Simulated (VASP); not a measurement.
Wanted: the native input for a VASP 6.6.1 run.

```
Task                   : single point
Functional             : PBE
Potentials or basis    : VASP PAW PBE potentials, release 64 (Fe)
Cutoff                 : 600 eV
k mesh                 : 14 × 14 × 14
Occupations            : gaussian, width 0.1 eV
Spin                   : collinear spin, ferromagnetic start
Starting moments       : [4.0] μB
Dipole correction      : no
Further INCAR settings : ALGO = Normal; EDIFF = 1e-06; NBANDS = 14
```

The structure of Fe lies in POSCAR:

```
Fe
1.0
   -1.4345000000      1.4345000000      1.4345000000
    1.4345000000     -1.4345000000      1.4345000000
    1.4345000000      1.4345000000     -1.4345000000
Fe
1
Direct
    0.0000000000      0.0000000000      0.0000000000
```

The input as run:

INCAR

```
ALGO     = Normal         # electronic algorithm
EDIFF    = 1E-6           # SCF threshold, eV
ENCUT    = 600            # plane-wave cutoff, eV
GGA      = PE             # functional
GGA_COMPAT= F            
ISIF     = 2              # what is computed and relaxed
ISMEAR   = 0              # smearing method
ISPIN    = 2              # spin polarisation
LASPH    = T              # aspherical terms in the spheres
LCHARG   = F              # write CHGCAR
LMAXMIX  = 4              # l up to which the mixer works
LORBIT   = 11             # projections on sites
LREAL    = F              # projectors in reciprocal space
LWAVE    = F              # write WAVECAR
MAGMOM   = 4              # initial moments
NBANDS   = 14             # bands
NELM     = 200            # most SCF steps
PREC     = Accurate       # precision mode
SIGMA    = 0.1            # smearing width, eV
```

KPOINTS

```
k-points
0
Gamma
  14 14 14
```

Potentials or basis: VASP PAW PBE potentials, release 64 (Fe).

Command:

```bash
$ cat potpaw_PBE.64/Fe/POTCAR > POTCAR
$ mpirun -np 1 vasp_std > vasp.out
```

Results of the run:

```yaml
Pressure: -7.3 GPa
Net_moment: 2.24 μB per cell
Site_moments: Fe +2.24 μB
Valence_electrons_inside_the_program's_atomic_spheres: Fe 7.19
```

Run time: 19 s on 1 thread of Intel(R) Xeon(R) 6975P-C (Granite Rapids), on a shared host, peak memory 0.15 GiB.
